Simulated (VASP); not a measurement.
MgO: single point with PBE

Crystal: MgO.

```
Mg O
1.0
     3.55476    0.00000    0.00000
    -1.77738    3.07851    0.00000
     0.00000    0.00000    4.25998
Mg O
2 2
Direct
  0.33333 0.66667 0.25000
  0.66667 0.33333 0.75000
  0.33333 0.66667 0.75000
  0.66667 0.33333 0.25000
```

| Property | Result |
| --- | --- |
| Program | VASP 6.6.1 |
| Task | single point |
| Functional | PBE |
| Potentials or basis | VASP PAW PBE potentials, release 64 (Mg, O) |
| Cutoff | 520 eV |
| k mesh | 9 × 9 × 7 |
| Occupations | fermi-dirac, width 0.05 eV |
| Spin | no spin polarisation |
| Dipole correction | no |
| Further INCAR settings | ALGO = Normal; EDIFF = 1e-06; NBANDS = 16 |

The pressure is -3.4 GPa and the band gap on the k mesh is 3.15 eV.

Stress tensor (GPa, compression positive):
```
-3.46  0.00  0.00
 0.00 -3.46  0.00
 0.00  0.00 -3.14
```

Levels at points of the mesh, in eV from the valence-band top:
```tsv
k point	band 4	band 5	band 6	band 7	band 8	band 9	band 10	band 11	band 12	band 13
(0.00, 0.00, 0.00)	-1.63	-1.63	-0.73	-0.73	0.00	3.15	9.01	11.80	12.15	12.15
```

Wall time 50 s on 1 thread of Intel Xeon 8259CL, with other jobs on the host, peak memory 0.18 GiB.

Caveat: the cell stands under tension; an odd mesh through Γ misses points on the zone boundary, where band edges can lie.
